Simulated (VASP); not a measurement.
# Cd4Te (Im-3m) in VASP: further runs

Runs on Cd4Te. Level: PBE. Tasks: single point, relaxation of cell and atoms.

Everything below comes from runs of VASP 6.6.1. Logs are shortened: lines on timing, memory, paths and dates and some standing lists are left out, and cuts for length are marked.

**1. The cell of the first run**

The structure is cubic, space group Im-3m (No. 229). Conventional cell: a = 6.344 Å, b = 6.344 Å, c = 6.344 Å, α = 90.00°, β = 90.00°, γ = 90.00°. Within 3.6 Å of Cd (site symmetry -3m) lie 2 Te at 2.75 Å and 6 Cd at 3.17 Å. Within 3.6 Å of Te (site symmetry m-3m) lie 8 Cd at 2.75 Å.

**2. Single point, PBE**

INCAR

```
SYSTEM = Cd4Te
ALGO = Normal
EDIFF = 1E-7
ENCUT = 520
GGA = PE
ISIF = 2
ISMEAR = 0
LASPH = .TRUE.
LCHARG = .TRUE.
LELF = .TRUE.
LREAL = .FALSE.
LVHAR = .TRUE.
LWAVE = .FALSE.
NBANDS = 35
NELM = 80
PREC = Accurate
SIGMA = 0.1
```

KPOINTS

```
k-points
0
G
  4 4 4
  0 0 0
```

POSCAR

```
Cd4Te
1.0
   -3.1721041600      3.1721041600      3.1721041600
    3.1721041600     -3.1721041600      3.1721041600
    3.1721041600      3.1721041600     -3.1721041600
Cd Te
4 1
Direct
    0.0000000000      0.0000000000      0.5000000000
    0.0000000000      0.5000000000      0.0000000000
    0.5000000000      0.0000000000      0.0000000000
    0.5000000000      0.5000000000      0.5000000000
    0.0000000000      0.0000000000      0.0000000000
```

Potentials or basis: VASP PAW PBE potentials, release 64 (Cd, Te).

Command:

```console
$ cat potpaw_PBE.64/Cd/POTCAR potpaw_PBE.64/Te/POTCAR > POTCAR
$ mpirun -np 1 vasp_std > vasp.out
```

OUTCAR:

```text
SYSTEM = Cd4Te
   EDIFF = 1E-7
   ENCUT = 520
   GGA = PE
   ISIF = 2
   ISMEAR = 0
   LASPH = .TRUE.
   LREAL = .FALSE.
   NELM = 80
   PREC = Accurate

 ion  position               nearest neighbor table
   1  0.000  0.000  0.500-   5 2.75   5 2.75   4 3.17   2 3.17   3 3.17   2 3.17   3 3.17   4 3.17

   2  0.000  0.500  0.000-   5 2.75   5 2.75   4 3.17   1 3.17   3 3.17   1 3.17   4 3.17   3 3.17

   3  0.500  0.000  0.000-   5 2.75   5 2.75   4 3.17   1 3.17   4 3.17   2 3.17   1 3.17   2 3.17

   4  0.500  0.500  0.500-   5 2.75   5 2.75   3 3.17   1 3.17   3 3.17   2 3.17   1 3.17   2 3.17

   5  0.000  0.000  0.000-   1 2.75   2 2.75   3 2.75   4 2.75   1 2.75   2 2.75   3 2.75   4 2.75

  LATTYP: Found a body centered cubic cell.
 ALAT       =     6.3442083200

  Lattice vectors:

 A1 = (  -3.1721041600,   3.1721041600,   3.1721041600)
 A2 = (   3.1721041600,  -3.1721041600,   3.1721041600)
 A3 = (   3.1721041600,   3.1721041600,  -3.1721041600)

Analysis of symmetry for initial positions (statically):
=====================================================================
 Subroutine PRICEL returns:
 Original cell was already a primitive cell.

 Routine SETGRP: Setting up the symmetry group for a
 body centered cubic supercell.

 Subroutine GETGRP returns: Found 48 space group operations
 (whereof 48 operations were pure point group operations)
 out of a pool of 48 trial point group operations.

The static configuration has the point symmetry O_h .

Analysis of symmetry for dynamics (positions and initial velocities):
=====================================================================
 Subroutine PRICEL returns:
 Original cell was already a primitive cell.

 Routine SETGRP: Setting up the symmetry group for a
 body centered cubic supercell.

 Subroutine GETGRP returns: Found 48 space group operations
 (whereof 48 operations were pure point group operations)
 out of a pool of 48 trial point group operations.

The dynamic configuration has the point symmetry O_h .

 Subroutine INISYM returns: Found 48 space group operations
 (whereof 48 operations are pure point group operations),
 and found     1 'primitive' translations

----------------------------------------------------------------------------------------

                                     Primitive cell

  volume of cell :     127.6740

  direct lattice vectors                    reciprocal lattice vectors
    -3.172104160  3.172104160  3.172104160     0.000000000  0.157624080  0.157624080
     3.172104160 -3.172104160  3.172104160     0.157624080  0.000000000  0.157624080
     3.172104160  3.172104160 -3.172104160     0.157624080  0.157624080  0.000000000

  length of vectors
     5.494245572  5.494245572  5.494245572     0.222914112  0.222914112  0.222914112

  position of ions in fractional coordinates (direct lattice)
     0.000000000  0.000000000  0.500000000
     0.000000000  0.500000000  0.000000000
     0.500000000  0.000000000  0.000000000
     0.500000000  0.500000000  0.500000000
     0.000000000  0.000000000  0.000000000

  ion indices of the primitive-cell ions
   primitive index   ion index
                 1           1
                 2           2
                 3           3
                 4           4
                 5           5

----------------------------------------------------------------------------------------

 KPOINTS: k-points

Automatic generation of k-mesh.
 Grid dimensions read from file:
 generate k-points for:    4    4    4

 Generating k-lattice:

  Cartesian coordinates                     Fractional coordinates (reciprocal lattice)
     0.000000000  0.039406020  0.039406020     0.250000000  0.000000000  0.000000000
     0.039406020  0.000000000  0.039406020     0.000000000  0.250000000  0.000000000
     0.039406020  0.039406020  0.000000000     0.000000000  0.000000000  0.250000000

  Length of vectors
     0.055728528  0.055728528  0.055728528

  Shift w.r.t. Gamma in fractional coordinates (k-lattice)
     0.000000000  0.000000000  0.000000000

 Subroutine IBZKPT returns following result:
 ===========================================

 Found      8 irreducible k-points:

 Following reciprocal coordinates:
            Coordinates               Weight
  0.000000  0.000000  0.000000      1.000000
  0.250000  0.000000  0.000000     12.000000
  0.500000  0.000000  0.000000      6.000000
  0.250000  0.250000  0.000000     24.000000
  0.250000  0.250000  0.250000      2.000000
 -0.250000  0.250000  0.250000      6.000000
  0.500000  0.500000  0.250000     12.000000
  0.500000  0.500000  0.500000      1.000000
   k-points           NKPTS =      8   k-points in BZ     NKDIM =      8   number of bands    NBANDS=     35
   number of dos      NEDOS =    301   number of ions     NIONS =      5
   total plane-waves  NPLWV =  74088
   dimension x,y,z NGX =    42 NGY =   42 NGZ =   42
   dimension x,y,z NGXF=    84 NGYF=   84 NGZF=   84
   ions per type =               4   1
   NGX,Y,Z   is equivalent  to a cutoff of  12.71, 12.71, 12.71 a.u.
   NGXF,Y,Z  is equivalent  to a cutoff of  25.42, 25.42, 25.42 a.u.
 SYSTEM =  Cd4Te
   PREC   = accura    normal or accurate (medium, high low for compatibility)
   ISTART =      0    job   : 0-new  1-cont  2-samecut
   ICHARG =      2    charge: 1-file 2-atom 10-const
   ISPIN  =      1    spin polarized calculation?
   LNONCOLLINEAR =      F non collinear calculations
   LSORBIT =      F    spin-orbit coupling
   LASPH  =      T    aspherical Exc in radial PAW
   ENCUT  =  520.0 eV  38.22 Ry    6.18 a.u.  10.22 10.22 10.22*2*pi/ulx,y,z
   NELM   =     80;   NELMIN=  2; NELMDL= -5     # of ELM steps
   EDIFF  = 0.1E-06   stopping-criterion for ELM
   LREAL  =      F    real-space projection
   EDIFFG = 0.1E-05   stopping-criterion for IOM
   NSW    =      0    number of steps for IOM
   IBRION =     -1    ionic relax: 0-MD 1-quasi-New 2-CG
   NFREE  =      0    steps in history (QN), initial steepest desc. (CG)
   ISIF   =      2    stress and relaxation
   ISYM   =      2    0-nonsym 1-usesym 2-fastsym
   POTIM  = 0.5000    time-step for ionic-motion
   TEBEG  =    0.0;   TEEND  =   0.0 temperature during run
   PSTRESS=    0.0 pullay stress
   NELECT =      54.0000    total number of electrons
   NUPDOWN=      -1.0000    fix difference up-down
   EMIN   =  10.00;   EMAX   =-10.00  energy-range for DOS
   EFERMI =   0.00;   METHOD = LEGACY
   ISMEAR =     0;   SIGMA  =   0.10  broadening in eV -4-tet -1-fermi 0-gaus
   EFERMI_NEDOS =   21; number of points for ismear=-14 and -15
   IALGO  =     38    algorithm
   IMIX   =      4    mixing-type and parameters
     AMIX     =   0.40;   BMIX     =  1.00
     AMIX_MAG =   1.60;   BMIX_MAG =  1.00
  volume/ion in A,a.u.               =      25.53       172.32
  Fermi-wavevector in a.u.,A,eV,Ry     =   1.228868  2.322224 20.546391  1.510117
  Thomas-Fermi vector in A             =   2.363777
   LORBIT       =      0    0 simple, 1 ext, 2 COOP (PROOUT), +10 PAW based schemes
   GGA     = PE    functional components
   LHFCALC =     F    Hartree Fock is set to
   AEXX    =    0.0000 exact exchange contribution
   IVDW    =     0    specifies the selected vdW correction
   LEPSILON=     F    determine dielectric tensor
   LRPA    =     F    only Hartree local field effects (RPA)
 non-spin polarized calculation
 Gauss-broadening in eV      SIGMA  =   0.10
  energy-cutoff  :      520.00
  volume of cell :      127.67
 maximum number of plane-waves:      3468
 NGX is ok and might be reduce to    42
   NGX = 21   NGY = 21   NGZ = 21

 number of electron      54.0000006 magnetization

 Free energy of the ion-electron system (eV)
  ---------------------------------------------------
  ext. energy  EPLUGINS =         0.00000000
  ---------------------------------------------------
  free energy    TOTEN  =        -3.36044019 eV

  energy without entropy =       -3.33076030  energy(sigma->0) =       -3.34560025

 E-fermi :   3.0074     XC(G=0): -10.0572

 val. band max:        2.9932367023   @ k =   0.2500   0.2500   0.0000
 cond. band min:       3.0673335077   @ k =   0.0000   0.0000   0.0000
 fundamental gap:      0.0740968055
 Fermi energy:         3.0074211015

 k-point     1 :       0.0000    0.0000    0.0000
  band No.  band energies     occupation
      1     -10.5838      2.00000
      2      -6.1913      2.00000
      3      -6.1913      2.00000
      4      -5.8854      2.00000
      5      -5.8854      2.00000
      6      -5.8854      2.00000
[... 27 lines left out ...]
     34       9.3383      0.00000
     35       9.3383      0.00000

 k-point     2 :       0.2500    0.0000    0.0000
  band No.  band energies     occupation
      1     -10.3623      2.00000
      2      -6.1537      2.00000
      3      -6.0814      2.00000
      4      -6.0479      2.00000
      5      -5.9291      2.00000
      6      -5.7788      2.00000
[... 27 lines left out ...]
     34       8.7566      0.00000
     35       9.5450      0.00000

 k-point     3 :       0.5000    0.0000    0.0000
  band No.  band energies     occupation
      1     -10.0938      2.00000
      2      -6.4875      2.00000
      3      -6.0611      2.00000
      4      -5.9945      2.00000
      5      -5.9140      2.00000
      6      -5.8518      2.00000
[... 27 lines left out ...]
     34       7.9056      0.00000
     35       9.3445      0.00000

 k-point     4 :       0.2500    0.2500    0.0000
  band No.  band energies     occupation
      1     -10.0984      2.00000
      2      -6.3521      2.00000
      3      -6.1663      2.00000
      4      -5.9769      2.00000
      5      -5.9245      2.00000
      6      -5.7978      2.00000
[... 27 lines left out ...]
     34       8.8882      0.00000
     35       9.6361      0.00000

 k-point     5 :       0.2500    0.2500    0.2500
  band No.  band energies     occupation
      1     -10.0795      2.00000
      2      -6.1088      2.00000
      3      -6.1088      2.00000
      4      -6.1088      2.00000
      5      -5.6628      2.00000
      6      -5.6628      2.00000
[... 27 lines left out ...]
     34       8.2538      0.00000
     35       8.2538      0.00000

 k-point     6 :      -0.2500    0.2500    0.2500
  band No.  band energies     occupation
      1     -10.1261      2.00000
      2      -6.2138      2.00000
      3      -6.2138      2.00000
      4      -6.1272      2.00000
      5      -6.0770      2.00000
      6      -5.8620      2.00000
[... 27 lines left out ...]
     34       9.8669      0.00000
     35       9.8669      0.00000

 k-point     7 :       0.5000    0.5000    0.2500
  band No.  band energies     occupation
      1      -9.8319      2.00000
      2      -6.5649      2.00000
      3      -6.4046      2.00000
      4      -6.1148      2.00000
      5      -6.0302      2.00000
      6      -6.0149      2.00000
[... 27 lines left out ...]
     34      10.3585      0.00000
     35      10.6256      0.00000

 k-point     8 :       0.5000    0.5000    0.5000
  band No.  band energies     occupation
      1      -9.4889      2.00000
      2      -6.6411      2.00000
      3      -6.6411      2.00000
      4      -6.6411      2.00000
      5      -6.0740      2.00000
      6      -6.0740      2.00000
[... 27 lines left out ...]
     34       7.3831      0.00000
     35      12.5974      0.00000

------------------------ aborting loop because EDIFF is reached ----------------------------------------

  FORCE on cell =-STRESS in cart. coord.  units (eV):
  Direction    XX          YY          ZZ          XY          YZ          ZX
  --------------------------------------------------------------------------------------
  -------------------------------------------------------------------------------------
  Total        9.9196887      9.9196887      9.9196887      0.0000000     -0.0000000      0.0000000
  in kB      124.4819310    124.4819310    124.4819310      0.0000000     -0.0000000      0.0000000
  external PRESSURE =     124.4819310 kB  Pullay stress =       0.0000000 kB

 VOLUME and BASIS-vectors are now :
 -----------------------------------------------------------------------------
  energy-cutoff  :      520.00
  volume of cell :      127.67
      direct lattice vectors                 reciprocal lattice vectors
    -3.172104160  3.172104160  3.172104160     0.000000000  0.157624080  0.157624080
     3.172104160 -3.172104160  3.172104160     0.157624080  0.000000000  0.157624080
     3.172104160  3.172104160 -3.172104160     0.157624080  0.157624080  0.000000000

 POSITION                                       TOTAL-FORCE (eV/Angst)
 -----------------------------------------------------------------------------------
      1.58605      1.58605     -1.58605        -0.000000     -0.000000      0.000000
      1.58605     -1.58605      1.58605         0.000000      0.000000      0.000000
     -1.58605      1.58605      1.58605         0.000000     -0.000000     -0.000000
      1.58605      1.58605      1.58605        -0.000000      0.000000     -0.000000
      0.00000      0.00000      0.00000        -0.000000      0.000000      0.000000
 -----------------------------------------------------------------------------------
    total drift:                               -0.000000     -0.000000      0.000000

  FREE ENERGIE OF THE ION-ELECTRON SYSTEM (eV)
  ---------------------------------------------------
  free  energy   TOTEN  =        -3.3604401932 eV

  energy  without entropy=       -3.3307603016  energy(sigma->0) =       -3.34560025
```

It took 55 s on 1 thread of Intel Xeon 6975P-C, shared host; peak memory 0.25 GiB.

Results:

```yaml
Free_energy: -3.3604 eV
Pressure: 12.4 GPa
Band_gap_on_the_k_mesh: zero (band 27 reaches 5.64 eV, above the bottom of band 28 at 2.88 eV)
```

Levels at points of the mesh, in eV from the Fermi level:
| k point | band 23 | band 24 | band 25 | band 26 | band 27 | band 28 | band 29 | band 30 | band 31 | band 32 |
| --- | --- | --- | --- | --- | --- | --- | --- | --- | --- | --- |
| (0.00, 0.00, 0.00) | -4.51 | -4.51 | -3.28 | 0.06 | 0.06 | 0.06 | 1.15 | 1.15 | 1.15 | 4.70 |
| (0.50, 0.00, 0.00) | -4.38 | -4.06 | -2.71 | -1.62 | 1.78 | 1.87 | 1.93 | 3.12 | 3.55 | 4.47 |
| (0.50, 0.50, 0.50) | -4.73 | -4.73 | -1.75 | -1.75 | 2.63 | 2.63 | 2.63 | 2.96 | 2.96 | 2.96 |

Caveat: spin-orbit coupling is left out, which moves the levels of the heavy elements.

**3. Single point, PBE**

This run uses another cell than the first one, of 33.35 Å³/atom, 1.306 times its volume.

INCAR

```
PREC = Accurate
ENCUT = 520
EDIFF = 1E-6
ISMEAR = 0
SIGMA = 0.1
LREAL = False
LASPH = True
NELM = 100
ALGO = Normal
ISIF = 2
LWAVE = False
LCHARG = False
GGA = PE
NBANDS = 35
```

KPOINTS

```
Automatic mesh
0
Gamma
  4 4 4
```

POSCAR: that of step 2 with these lines changed.

```diff
@@ -2,5 +2,5 @@
 1.0
-   -3.1721041600      3.1721041600      3.1721041600
-    3.1721041600     -3.1721041600      3.1721041600
-    3.1721041600      3.1721041600     -3.1721041600
+   -3.4675155144      3.4675155144      3.4675155144
+    3.4675155144     -3.4675155144      3.4675155144
+    3.4675155144      3.4675155144     -3.4675155144
 Cd Te
```

Potentials or basis: VASP PAW PBE potentials, release 64 (Cd, Te).

Command:

```console
$ cat potpaw_PBE.64/Cd/POTCAR potpaw_PBE.64/Te/POTCAR > POTCAR
$ mpirun -np 1 vasp_std > vasp.out
```

It took 70 s on 1 thread of Intel Xeon 6975P-C, shared host; peak memory 0.32 GiB.

The run converged. Its results:

* Free energy: -4.6499 eV
* Pressure: 0.5 GPa
* Band gap on the k mesh: zero (band 27 reaches 3.15 eV, above the bottom of band 28 at 0.82 eV)

Levels at points of the mesh, in eV from the Fermi level:
```tsv
k point	band 24	band 25	band 26	band 27	band 28	band 29	band 30	band 31
(0.00, 0.00, 0.00)	-3.56	-3.56	-0.58	-0.58	-0.58	1.31	1.31	1.31
(0.50, 0.00, 0.00)	-3.35	-2.60	-1.60	1.14	1.58	1.75	2.09	2.89
(0.50, 0.50, 0.50)	-4.38	-0.93	-0.93	1.75	1.75	1.75	2.45	2.49
```

Caveat: spin-orbit coupling is left out, which moves the levels of the heavy elements.

**4. Relaxation of cell and atoms, PBE**

INCAR

```
ALGO = Normal
EDIFF = 1E-7
EDIFFG = -0.04
ENCUT = 600
GGA = PE
IBRION = 2
ISIF = 3
ISMEAR = 0
LASPH = True
LCHARG = False
LREAL = False
LWAVE = False
NELM = 60
NSW = 90
PREC = Accurate
SIGMA = 0.1
```

KPOINTS

```
k-points
0
Gamma
  4 4 4
```

POSCAR: that of step 3 with these lines changed.

```diff
@@ -2,5 +2,5 @@
 1.0
-   -3.4675155144      3.4675155144      3.4675155144
-    3.4675155144     -3.4675155144      3.4675155144
-    3.4675155144      3.4675155144     -3.4675155144
+   -3.1721041600      3.1721041600      3.1721041600
+    3.1721041600     -3.1721041600      3.1721041600
+    3.1721041600      3.1721041600     -3.1721041600
 Cd Te
```

Command:

```console
$ cat potpaw_PBE.64/Cd/POTCAR potpaw_PBE.64/Te/POTCAR > POTCAR
$ mpirun -np 1 vasp_std > vasp.out
```

It took 3.3 min on 1 thread of Intel Xeon 6975P-C, shared host; peak memory 0.35 GiB.

The run converged. Its results:

- Free energy: -4.6467 eV
- Relaxed volume: 34.13 Å³/atom
- Relaxed cell: a = 6.052 Å, b = 6.052 Å, c = 6.052 Å, α = 109.47°, β = 109.47°, γ = 109.47°
- Space group after relaxing (to 0.05 Å): Im-3m (No. 229)
- Energy gained by relaxing: 257.5 meV/atom
- Ionic steps: 3
- Pressure after relaxing: 0.0 GPa
- Band gap on the k mesh: zero (band 27 reaches 2.94 eV, above the bottom of band 28 at 0.66 eV)

The path:
| step | energy change (eV) | largest force (eV/Å) | pressure (GPa) | volume (Å³) |
| --- | --- | --- | --- | --- |
| 1 | 0.0000 | 0.0000 | 12.37 | 127.67 |
| 2 | -1.2842 | 0.0000 | 0.36 | 167.69 |
| 3 | -1.2876 | 0.0000 | 0.03 | 170.66 |

Final structure:
```xyz
5
Lattice="-3.4943 3.4943 3.4943 3.4943 -3.4943 3.4943 3.4943 3.4943 -3.4943" Properties=species:S:1:pos:R:3 pbc="T T T"
Cd    1.7471    1.7471   -1.7471
Cd    1.7471   -1.7471    1.7471
Cd   -1.7471    1.7471    1.7471
Cd    1.7471    1.7471    1.7471
Te    0.0000    0.0000    0.0000
```

Levels at points of the mesh, in eV from the Fermi level:
| k point | band 23 | band 24 | band 25 | band 26 | band 27 | band 28 | band 29 | band 30 | band 31 | band 32 |
| --- | --- | --- | --- | --- | --- | --- | --- | --- | --- | --- |
| (0.00, 0.00, 0.00) | -3.51 | -3.51 | -3.51 | -0.64 | -0.64 | -0.64 | 1.31 | 1.31 | 1.31 | 4.40 |
| (0.50, 0.00, 0.00) | -3.84 | -3.30 | -2.61 | -1.61 | 1.07 | 1.54 | 1.73 | 1.96 | 2.86 | 3.85 |
| (0.50, 0.50, 0.50) | -4.36 | -4.36 | -0.88 | -0.88 | 1.64 | 1.64 | 1.64 | 2.47 | 2.47 | 2.47 |

Caveat: the volume moved by over 15 % at a fixed basis, so the end points are rough; spin-orbit coupling is left out, which moves the levels of the heavy elements.

**5. Single point, PBE**

This run uses another cell than the first one, of 33.66 Å³/atom, 1.318 times its volume.

INCAR

```
SYSTEM = Cd4Te
ALGO = Fast
EDIFF = 1E-6
ENCUT = 520
GGA = PE
ISIF = 2
ISMEAR = 0
LASPH = .True.
LCHARG = .False.
LREAL = .False.
LWAVE = .False.
NBANDS = 35
NELM = 80
PREC = Accurate
SIGMA = 0.1
```

KPOINTS

```
k-points
0
Gamma
  8 8 8
  0 0 0
```

POSCAR: that of step 4 with these lines changed.

```diff
@@ -2,5 +2,5 @@
 1.0
-   -3.1721041600      3.1721041600      3.1721041600
-    3.1721041600     -3.1721041600      3.1721041600
-    3.1721041600      3.1721041600     -3.1721041600
+   -3.4780414158      3.4780414158      3.4780414158
+    3.4780414158     -3.4780414158      3.4780414158
+    3.4780414158      3.4780414158     -3.4780414158
 Cd Te
```

Command:

```console
$ cat potpaw_PBE.64/Cd/POTCAR potpaw_PBE.64/Te/POTCAR > POTCAR
$ mpirun -np 1 vasp_std > vasp.out
```

It took 3.4 min on 1 thread of Intel Xeon 6975P-C, shared host; peak memory 0.41 GiB.

The run converged. Its results:

```yaml
Free_energy: -4.6193 eV
Pressure: 0.1 GPa
Band_gap_on_the_k_mesh: zero (band 27 reaches 3.01 eV, above the bottom of band 28 at 0.75 eV)
```

Levels at points of the mesh, in eV from the Fermi level:
| k point | band 23 | band 24 | band 25 | band 26 | band 27 | band 28 | band 29 | band 30 | band 31 | band 32 |
| --- | --- | --- | --- | --- | --- | --- | --- | --- | --- | --- |
| (0.00, 0.00, 0.00) | -4.01 | -4.01 | -4.00 | -1.00 | -1.00 | -1.00 | 0.94 | 0.94 | 0.94 | 4.01 |
| (0.50, 0.00, 0.00) | -4.31 | -3.80 | -3.00 | -1.99 | 0.66 | 1.17 | 1.36 | 1.61 | 2.49 | 3.45 |
| (0.50, 0.50, 0.50) | -4.80 | -4.80 | -1.29 | -1.29 | 1.26 | 1.26 | 1.26 | 2.00 | 2.07 | 2.07 |

Caveat: spin-orbit coupling is left out, which moves the levels of the heavy elements.

(Part 1 of 2 ends here.)
